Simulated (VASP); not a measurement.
# SnTe (Pm-3m) in VASP: further runs

Aim: see how the results for SnTe move with the level of theory and the settings. Levels: LDA, PBEsol. Tasks: relaxation of cell and atoms, single point.

All numbers are computed with VASP 6.6.1; they aren't measurements. Logs are shortened: lines on timing, memory, paths and dates and some standing lists are left out, and cuts for length are marked.

## Step 1: The cell of the first run

It takes space group Pm-3m (No. 221, cubic). The conventional cell has a = 3.905 Å, b = 3.905 Å, c = 3.905 Å, α = 90.00°, β = 90.00°, γ = 90.00°. Within 4.4 Å of Te (site symmetry m-3m) lie 8 Sn at 3.38 Å and 6 Te at 3.90 Å. Sn (site symmetry m-3m) has 8 Te at 3.38 Å and 6 Sn at 3.90 Å within 4.4 Å.

## Step 2: Relaxation of cell and atoms, LDA

Contents of INCAR:

```
SYSTEM = SnTe
PREC = Accurate
ENCUT = 600
EDIFF = 1E-6
ISMEAR = -1
SIGMA = 0.05
LREAL = .False.
LASPH = .True.
NELM = 80
ALGO = Normal
ISIF = 3
LWAVE = .False.
LCHARG = .False.
IBRION = 2
NSW = 60
EDIFFG = -0.01
```

Contents of KPOINTS:

```
Automatic mesh
0
Gamma
  7 7 7
  0 0 0
```

Contents of POSCAR:

```
SnTe
1.0
    3.9047000000      0.0000000000      0.0000000000
    0.0000000000      3.9047000000      0.0000000000
    0.0000000000      0.0000000000      3.9047000000
Te Sn
1 1
Direct
    0.5000000000      0.5000000000      0.5000000000
    0.0000000000      0.0000000000      0.0000000000
```

Potentials or basis: VASP PAW LDA potentials, release 64 (Te, Sn_d).

Run with:

```
> cat potpaw_LDA.64/Te/POTCAR potpaw_LDA.64/Sn_d/POTCAR > POTCAR
> mpirun -np 1 vasp_std > vasp.out
```

OUTCAR:

```text
SYSTEM = SnTe
   PREC = Accurate
   ENCUT = 600
   EDIFF = 1E-6
   ISMEAR = -1
   LREAL = .False.
   LASPH = .True.
   NELM = 80
   ISIF = 3
   IBRION = 2
   NSW = 60
   EDIFFG = -0.01

 ion  position               nearest neighbor table
   1  0.500  0.500  0.500-   2 3.38   2 3.38   2 3.38   2 3.38   2 3.38   2 3.38   2 3.38   2 3.38

   2  0.000  0.000  0.000-   1 3.38   1 3.38   1 3.38   1 3.38   1 3.38   1 3.38   1 3.38   1 3.38

  LATTYP: Found a simple cubic cell.
 ALAT       =     3.9047000000

  Lattice vectors:

 A1 = (   3.9047000000,   0.0000000000,   0.0000000000)
 A2 = (   0.0000000000,   3.9047000000,   0.0000000000)
 A3 = (   0.0000000000,   0.0000000000,   3.9047000000)

Analysis of symmetry for initial positions (statically):
=====================================================================
 Subroutine PRICEL returns:
 Original cell was already a primitive cell.

 Routine SETGRP: Setting up the symmetry group for a
 simple cubic supercell.

 Subroutine GETGRP returns: Found 48 space group operations
 (whereof 48 operations were pure point group operations)
 out of a pool of 48 trial point group operations.

The static configuration has the point symmetry O_h .

Analysis of symmetry for dynamics (positions and initial velocities):
=====================================================================
 Subroutine PRICEL returns:
 Original cell was already a primitive cell.

 Routine SETGRP: Setting up the symmetry group for a
 simple cubic supercell.

 Subroutine GETGRP returns: Found 48 space group operations
 (whereof 48 operations were pure point group operations)
 out of a pool of 48 trial point group operations.

The dynamic configuration has the point symmetry O_h .

 Subroutine INISYM returns: Found 48 space group operations
 (whereof 48 operations are pure point group operations),
 and found     1 'primitive' translations

----------------------------------------------------------------------------------------

                                     Primitive cell

  volume of cell :      59.5337

  direct lattice vectors                    reciprocal lattice vectors
     3.904700000  0.000000000  0.000000000     0.256101621  0.000000000  0.000000000
     0.000000000  3.904700000  0.000000000     0.000000000  0.256101621  0.000000000
     0.000000000  0.000000000  3.904700000     0.000000000  0.000000000  0.256101621

  length of vectors
     3.904700000  3.904700000  3.904700000     0.256101621  0.256101621  0.256101621

  position of ions in fractional coordinates (direct lattice)
     0.500000000  0.500000000  0.500000000
     0.000000000  0.000000000  0.000000000

  ion indices of the primitive-cell ions
   primitive index   ion index
                 1           1
                 2           2

----------------------------------------------------------------------------------------

 KPOINTS: Automatic mesh

Automatic generation of k-mesh.
 Grid dimensions read from file:
 generate k-points for:    7    7    7

 Generating k-lattice:

  Cartesian coordinates                     Fractional coordinates (reciprocal lattice)
     0.036585946  0.000000000  0.000000000     0.142857143  0.000000000  0.000000000
     0.000000000  0.036585946  0.000000000     0.000000000  0.142857143  0.000000000
     0.000000000  0.000000000  0.036585946     0.000000000  0.000000000  0.142857143

  Length of vectors
     0.036585946  0.036585946  0.036585946

  Shift w.r.t. Gamma in fractional coordinates (k-lattice)
     0.000000000  0.000000000  0.000000000

 Subroutine IBZKPT returns following result:
 ===========================================

 Found     20 irreducible k-points:

 Following reciprocal coordinates:
            Coordinates               Weight
  0.000000  0.000000  0.000000      1.000000
  0.142857  0.000000  0.000000      6.000000
  0.285714  0.000000  0.000000      6.000000
  0.428571  0.000000  0.000000      6.000000
  0.142857  0.142857  0.000000     12.000000
  0.285714  0.142857  0.000000     24.000000
[... 12 lines left out ...]
  0.428571  0.428571  0.285714     24.000000
  0.428571  0.428571  0.428571      8.000000
   k-points           NKPTS =     20   k-points in BZ     NKDIM =     20   number of bands    NBANDS=     14
   number of dos      NEDOS =    301   number of ions     NIONS =      2
   total plane-waves  NPLWV =  32768
   dimension x,y,z NGX =    32 NGY =   32 NGZ =   32
   dimension x,y,z NGXF=    64 NGYF=   64 NGZF=   64
   ions per type =               1   1
   NGX,Y,Z   is equivalent  to a cutoff of  13.62, 13.62, 13.62 a.u.
   NGXF,Y,Z  is equivalent  to a cutoff of  27.25, 27.25, 27.25 a.u.
 SYSTEM =  SnTe
   PREC   = accura    normal or accurate (medium, high low for compatibility)
   ISTART =      0    job   : 0-new  1-cont  2-samecut
   ICHARG =      2    charge: 1-file 2-atom 10-const
   ISPIN  =      1    spin polarized calculation?
   LNONCOLLINEAR =      F non collinear calculations
   LSORBIT =      F    spin-orbit coupling
   LASPH  =      T    aspherical Exc in radial PAW
   ENCUT  =  600.0 eV  44.10 Ry    6.64 a.u.   7.80  7.80  7.80*2*pi/ulx,y,z
   NELM   =     80;   NELMIN=  2; NELMDL= -5     # of ELM steps
   EDIFF  = 0.1E-05   stopping-criterion for ELM
   LREAL  =      F    real-space projection
   EDIFFG = -.1E-01   stopping-criterion for IOM
   NSW    =     60    number of steps for IOM
   IBRION =      2    ionic relax: 0-MD 1-quasi-New 2-CG
   NFREE  =      1    steps in history (QN), initial steepest desc. (CG)
   ISIF   =      3    stress and relaxation
   ISYM   =      2    0-nonsym 1-usesym 2-fastsym
   POTIM  = 0.5000    time-step for ionic-motion
   TEBEG  =    0.0;   TEEND  =   0.0 temperature during run
   PSTRESS=    0.0 pullay stress
   NELECT =      20.0000    total number of electrons
   NUPDOWN=      -1.0000    fix difference up-down
   EMIN   =  10.00;   EMAX   =-10.00  energy-range for DOS
   EFERMI =   0.00;   METHOD = LEGACY
   ISMEAR =    -1;   SIGMA  =   0.05  broadening in eV -4-tet -1-fermi 0-gaus
   EFERMI_NEDOS =   21; number of points for ismear=-14 and -15
   IALGO  =     38    algorithm
   IMIX   =      4    mixing-type and parameters
     AMIX     =   0.40;   BMIX     =  1.00
     AMIX_MAG =   1.60;   BMIX_MAG =  1.00
  volume/ion in A,a.u.               =      29.77       200.88
  Fermi-wavevector in a.u.,A,eV,Ry     =   1.138057  2.150615 17.621893  1.295173
  Thomas-Fermi vector in A             =   2.274761
   LORBIT       =      0    0 simple, 1 ext, 2 COOP (PROOUT), +10 PAW based schemes
   GGA     = CA    functional components
   LHFCALC =     F    Hartree Fock is set to
   AEXX    =    0.0000 exact exchange contribution
   IVDW    =     0    specifies the selected vdW correction
   LEPSILON=     F    determine dielectric tensor
   LRPA    =     F    only Hartree local field effects (RPA)
 conjugate gradient relaxation of ions
 non-spin polarized calculation
  energy-cutoff  :      600.00
  volume of cell :       59.53
 maximum number of plane-waves:      2001
 NGX is ok and might be reduce to    32
   NGX = 15   NGY = 15   NGZ = 15

--------------------------------------- Ionic step        1  -------------------------------------------

 number of electron      19.9999995 magnetization

 Free energy of the ion-electron system (eV)
  ---------------------------------------------------
  ext. energy  EPLUGINS =         0.00000000
  ---------------------------------------------------
  free energy    TOTEN  =        -8.34001423 eV

  energy without entropy =       -8.32054605  energy(sigma->0) =       -8.33028014

------------------------ aborting loop because EDIFF is reached ----------------------------------------

  FORCE on cell =-STRESS in cart. coord.  units (eV):
  Direction    XX          YY          ZZ          XY          YZ          ZX
  --------------------------------------------------------------------------------------
  -------------------------------------------------------------------------------------
  Total       -1.7667038     -1.7667038     -1.7667038      0.0000000     -0.0000000      0.0000000
  in kB      -47.5457080    -47.5457080    -47.5457080      0.0000000     -0.0000000      0.0000000
  external PRESSURE =     -47.5457080 kB  Pullay stress =       0.0000000 kB

 VOLUME and BASIS-vectors are now :
 -----------------------------------------------------------------------------
  energy-cutoff  :      600.00
  volume of cell :       59.53
      direct lattice vectors                 reciprocal lattice vectors
     3.904700000  0.000000000  0.000000000     0.256101621  0.000000000  0.000000000
     0.000000000  3.904700000  0.000000000     0.000000000  0.256101621  0.000000000
     0.000000000  0.000000000  3.904700000     0.000000000  0.000000000  0.256101621
[... 37 lines left out ...]
 POSITION                                       TOTAL-FORCE (eV/Angst)
 -----------------------------------------------------------------------------------
      1.86915      1.86915      1.86915         0.000000      0.000000      0.000000
      0.00000      0.00000      0.00000        -0.000000     -0.000000      0.000000
 -----------------------------------------------------------------------------------
    total drift:                                0.000000      0.000000      0.000000

  FREE ENERGIE OF THE ION-ELECTRON SYSTEM (eV)
  ---------------------------------------------------
  free  energy   TOTEN  =        -8.4476779728 eV

  energy  without entropy=       -8.4395178575  energy(sigma->0) =       -8.44359792

--------------------------------------- Ionic step        3  -------------------------------------------

 number of electron      20.0000001 magnetization

 Free energy of the ion-electron system (eV)
  ---------------------------------------------------
  ext. energy  EPLUGINS =         0.00000000
  ---------------------------------------------------
  free energy    TOTEN  =        -8.45041828 eV

  energy without entropy =       -8.44133386  energy(sigma->0) =       -8.44587607

 E-fermi :   8.2815     XC(G=0): -10.6103

 val. band max:        8.2574328080   @ k =   0.4286   0.2857   0.0000
 cond. band min:       8.3442645708   @ k =   0.2857   0.1429   0.0000
 fundamental gap:      0.0868317628
 Fermi energy:         8.2814706945

 k-point     1 :       0.0000    0.0000    0.0000
  band No.  band energies     occupation
      1     -13.1444      2.00000
      2     -13.1444      2.00000
      3     -13.0917      2.00000
      4     -13.0917      2.00000
      5     -13.0917      2.00000
      6      -4.8787      2.00000
      7       3.2655      2.00000
      8       6.2817      2.00000
      9       6.2817      2.00000
     10       6.2817      2.00000
     11      11.6907      0.00000
     12      11.6907      0.00000
     13      14.3513      0.00000
     14      14.3513      0.00000

 k-point     2 :       0.1429    0.0000    0.0000
  band No.  band energies     occupation
      1     -13.1440      2.00000
      2     -13.1349      2.00000
      3     -13.0951      2.00000
      4     -13.0951      2.00000
      5     -13.0915      2.00000
      6      -4.6946      2.00000
      7       2.5061      2.00000
      8       6.4078      2.00000
      9       6.4931      2.00000
     10       6.4931      2.00000
[... 330 lines left out ...]
 POSITION                                       TOTAL-FORCE (eV/Angst)
 -----------------------------------------------------------------------------------
      1.87934      1.87934      1.87934         0.000000      0.000000      0.000000
      0.00000      0.00000      0.00000        -0.000000     -0.000000      0.000000
 -----------------------------------------------------------------------------------
    total drift:                                0.000000      0.000000      0.000000

  FREE ENERGIE OF THE ION-ELECTRON SYSTEM (eV)
  ---------------------------------------------------
  free  energy   TOTEN  =        -8.4504182763 eV

  energy  without entropy=       -8.4413338558  energy(sigma->0) =       -8.44587607

 reached required accuracy - stopping structural energy minimisation
```

It took 65 s on 1 thread of AMD EPYC 7R13, shared host; peak memory 0.15 GiB.

What came out:

| Quantity | Value |
| --- | --- |
| Free energy | -8.4504 eV |
| Relaxed volume | 26.55 Å³/atom |
| Relaxed cell | a = 3.759 Å, b = 3.759 Å, c = 3.759 Å, α = 90.00°, β = 90.00°, γ = 90.00° |
| Space group after relaxing (to 0.1 Å) | Pm-3m (No. 221) |
| Energy gained by relaxing | 55.2 meV/atom |
| Ionic steps | 3 |
| Pressure after relaxing | 0.0 GPa |
| Band gap on the k mesh | zero (bands 10 and 11 overlap by 1.56 eV) |

The path:
```tsv
step	energy change (eV)	largest force (eV/Å)	pressure (GPa)	volume (Å³)
1	0.0000	0.0000	-4.75	59.53
2	-0.1077	0.0000	1.05	52.24
3	-0.1104	0.0000	0.00	53.10
```

Final structure:
```cif
data_structure
_symmetry_space_group_name_H-M 'P 1'
_symmetry_Int_Tables_number 1
_cell_length_a 3.7587
_cell_length_b 3.7587
_cell_length_c 3.7587
_cell_angle_alpha 90.000
_cell_angle_beta 90.000
_cell_angle_gamma 90.000
_cell_volume 53.10
loop_
_atom_site_label
_atom_site_type_symbol
_atom_site_fract_x
_atom_site_fract_y
_atom_site_fract_z
_atom_site_occupancy
Te1 Te 0.50000 0.50000 0.50000 1
Sn1 Sn 0.00000 0.00000 0.00000 1
```

Caveat: spin-orbit coupling is left out, which moves the levels of the heavy elements.

(Continued in part 2 of 2.)
